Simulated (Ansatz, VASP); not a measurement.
One calculation of Ir, two programs

```
Ir
1.0
     0.01680    1.91970    1.91970
     1.91970    0.01680    1.91970
     1.93650    1.93650    0.00000
Ir
1
Direct
  0.00000 0.00000 0.00000
```

Change from the starting cell: strain +0.0175 x Voigt [0, 0, 0, 0, 0, 1], atoms carried along.

Alike in both runs: task single point; functional LDA; k mesh 22 × 22 × 22; occupations gaussian, width 0.15 eV; no spin polarisation.

|  | VASP | Ansatz |
| --- | --- | --- |
| version | VASP 6.6.1 | Ansatz 0.2.0 |
| potentials or method | VASP PAW LDA potentials, release 64 (Ir), cutoff 520 eV | scalar-relativistic, plane waves, PAW |
| valence electrons in the cell | 9 | 17 |

```csv
,VASP,Ansatz,Ansatz less VASP
gap on the k mesh at the Fermi level (eV),none,none,-
pressure (GPa),-5.9,-8.3,-2.38
"traceless stress, the component that is largest in VASP (GPa)",-4.70,-4.67,+0.038
```

LDA's correlation is that of Perdew and Zunger in VASP and of Perdew and Wang (1992) in Ansatz. A gap of «none» marks a metal or a gap that the smearing closes. VASP's potentials hold 9 valence electrons a cell and Ansatz's 17, so a difference there can come from the potentials and not from the codes.

Neither program's run includes spin-orbit coupling.
